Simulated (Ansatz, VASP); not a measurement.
## Be2H3: VASP beside Ansatz

```
Be H
1.0
     1.84286    1.06397    3.06446
    -1.84286    1.06397    3.06446
     0.00000   -2.12795    3.06446
Be H
2 3
Direct
  0.32072 0.32072 0.32072
  0.58240 0.58240 0.58240
  0.06122 0.62420 0.06122
  0.62420 0.06122 0.06122
  0.06122 0.06122 0.62420
```

Alike in both runs: task relaxation of cell and atoms; functional PBE; k mesh 12 × 12 × 12; occupations gaussian, width 0.1 eV; no spin polarisation.

|  | VASP | Ansatz |
| --- | --- | --- |
| version | VASP 6.6.1 | Ansatz 0.2.0 |
| potentials or method | VASP PAW PBE potentials, release 64 (Be, H), cutoff 600 eV | scalar-relativistic, plane waves, PAW |
| valence electrons in the cell | 7 | 7 |

|  | VASP | Ansatz | Ansatz less VASP |
| --- | --- | --- | --- |
| gap on the k mesh at the Fermi level, each at its own relaxed structure (eV) | none | none | - |
| relaxed volume (Å³/atom) | 7.21 | 7.20 | -0.013 |
| relaxed cell length with the largest relative difference (Å) | 3.729 | 3.725 | -0.0037 |

A gap of «none» marks a metal or a gap that the smearing closes.
